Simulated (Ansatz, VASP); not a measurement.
Te2Mo: VASP beside Ansatz

```xyz
12
Lattice="6.2875 0.0000 0.0000 0.0000 3.4457 0.0000 -0.9404 0.0000 13.7348" Properties=species:S:1:pos:R:3 pbc="T T T"
Te    5.3650    2.5843    8.3027
Te   -0.0180    0.8614    5.4321
Te    4.8769    0.8614   11.6938
Te    0.4701    2.5843    2.0410
Te    1.7433    2.5843   12.2995
Te    3.6038    0.8614    1.4353
Te    2.1768    0.8614    8.9057
Te    3.1702    2.5843    4.8292
Mo    4.2015    2.5843   13.6332
Mo    1.1455    0.8614    0.1016
Mo    3.8234    0.8614    6.7768
Mo    1.5236    2.5843    6.9581
```

Alike in both runs: task single point; functional RPBE; dispersion D3(BJ); k mesh 4 × 8 × 2; occupations fermi-dirac, width 0.05 eV; no spin polarisation.

|  | VASP | Ansatz |
| --- | --- | --- |
| version | VASP 6.6.1 | Ansatz 0.2.0 |
| potentials or method | VASP PAW PBE potentials, release 64 (Te, Mo_sv) | Ansatz PAW |
| plane-wave cutoff (eV) | 520 | 420 |
| valence electrons in the cell | 104 | 184 |

|  | VASP | Ansatz | Ansatz less VASP |
| --- | --- | --- | --- |
| gap on the k mesh at the Fermi level (eV) | none | none | - |
| pressure (GPa) | -16.2 | -16.1 | +0.06 |
| traceless stress, the component that is largest in VASP (GPa) | 2.99 | 3.01 | +0.014 |
| rms of the force components (eV/Å) | 0.278 | 0.280 | +0.0021 |

VASP's potentials were made for PBE, not for RPBE. Atom by atom the forces differ by 0.005 eV/Å (rms over components). A gap of «none» marks a metal or a gap that the smearing closes. VASP's potentials hold 104 valence electrons a cell and Ansatz's 184, so a difference there can come from the potentials and not from the codes.

Neither program's run includes spin-orbit coupling.
